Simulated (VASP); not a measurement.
Set up this calculation in VASP 6.6.1, as the native input.

| Property | Result |
| --- | --- |
| Task | single point |
| Functional | r2SCAN |
| Potentials or basis | VASP PAW PBE potentials, release 64 (Ca_sv) |
| Cutoff | 520 eV |
| k mesh | 10 × 10 × 10 |
| Occupations | methfessel-paxton, width 0.3 eV |
| Spin | no spin polarisation |
| Dipole correction | no |
| Further INCAR settings | ALGO = Normal; EDIFF = 1e-07; NBANDS = 11 |

The system is Ca.

```
Ca
1.0
     0.00000    2.78350    2.78350
     2.78350    0.00000    2.78350
     2.78350    2.78350    0.00000
Ca
1
Direct
  0.00000 0.00000 0.00000
```

The input as run:

POSCAR

```
Ca
1.0
    0.0000000000      2.7835023068      2.7835023068
    2.7835023068      0.0000000000      2.7835023068
    2.7835023068      2.7835023068      0.0000000000
Ca
1
Direct
    0.0000000000      0.0000000000      0.0000000000
```

INCAR.step1

```
SYSTEM = Ca
PREC = Accurate
ENCUT = 520
ISMEAR = 1
SIGMA = 0.3
LREAL = .FALSE.
LASPH = .TRUE.
NELM = 60
NBANDS = 11
GGA = PE
ALGO = Normal
EDIFF = 1E-4
LWAVE = .TRUE.
LCHARG = .FALSE.
```

INCAR.step2

```
SYSTEM = Ca
PREC = Accurate
ENCUT = 520
EDIFF = 1E-7
ISMEAR = 1
SIGMA = 0.3
LREAL = .FALSE.
LASPH = .TRUE.
NELM = 60
ALGO = Normal
ISIF = 2
LWAVE = .FALSE.
LCHARG = .FALSE.
METAGGA = R2SCAN
LMIXTAU = .TRUE.
NBANDS = 11
ISTART = 1
```

KPOINTS

```
regular mesh
0
G
  10 10 10
  0 0 0
```

Potentials or basis: VASP PAW PBE potentials, release 64 (Ca_sv).

Run with:

```bash
$ cat potpaw_PBE.64/Ca_sv/POTCAR > POTCAR
$ cp INCAR.step1 INCAR
$ mpirun -np 1 vasp_std > vasp.out
$ cp INCAR.step2 INCAR
$ mpirun -np 1 vasp_std > vasp.out
```

Results of the run:

```yaml
Pressure: 0.0 GPa
Band_gap_on_the_k_mesh: zero (bands 5 and 6 overlap by 0.48 eV)
```

Caveat: the PAW data sets were made with another functional, which shifts forces and pressure a little.

It took 69 s on 1 thread of Intel Xeon 8259CL (shared host), peak memory 0.18 GiB.
